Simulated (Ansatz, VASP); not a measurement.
Two plane-wave programs on Sn

Contents of INCAR:

```
PREC = Accurate
ENCUT = 520
EDIFF = 1E-6
ISMEAR = -1
SIGMA = 0.1
LREAL = False
LASPH = True
NELM = 60
ALGO = Normal
ISIF = 2
LWAVE = False
LCHARG = True
GGA = PS
LELF = True
LVHAR = True
NBANDS = 13
```

File KPOINTS:

```
regular mesh
0
Gamma
  8 8 8
```

File POSCAR:

```
Sn
1.0
   -1.7325553645      1.8024669193      2.1446620917
    1.7325553645     -1.8024669193      2.1446620917
    1.7325553645      1.8024669193     -2.1446620917
Sn
1
Direct
    0.0033238040     -0.0009931105     -0.0019548735
```

Input for Ansatz:

```yaml
crystal:
  lattice:
    - [-1.7325553645239966, 1.8024669192853398, 2.144662091704602]
    - [1.7325553645239882, -1.8024669192853264, 2.1446620917045838]
    - [1.732555364523994, 1.8024669192853233, -2.144662091704592]
  atoms:
    - { symbol: Sn, position: [0.003323804034760497, -0.0009931105435183399, -0.0019548734617855805] }
kpoints:
  mp_grid:
    grid: [8, 8, 8]
hamiltonian:
  xc: pbesol
  pseudopotentials:
    kind: paw
scf:
  occupations:
    method: fermi_dirac
output:
  forces: true
  stress: true
```

Alike in both runs: task single point; functional PBEsol; k mesh 8 × 8 × 8; no spin polarisation.

```csv
,VASP,Ansatz
version,VASP 6.6.1,Ansatz 0.2.0
potentials or method,"VASP PAW PBE potentials, release 64 (Sn_d)","plane waves, PAW"
plane-wave cutoff (eV),520,420
occupations,"fermi-dirac, width 0.1 eV",fermi-dirac
valence electrons in the cell,14,14
```

```tsv
	VASP	Ansatz	Ansatz less VASP
pressure (GPa)	-1.2	-1.2	+0.04
traceless stress, the component that is largest in VASP (GPa)	-0.87	-0.87	+0.002
```

VASP's potentials were made for PBE, not for PBEsol.
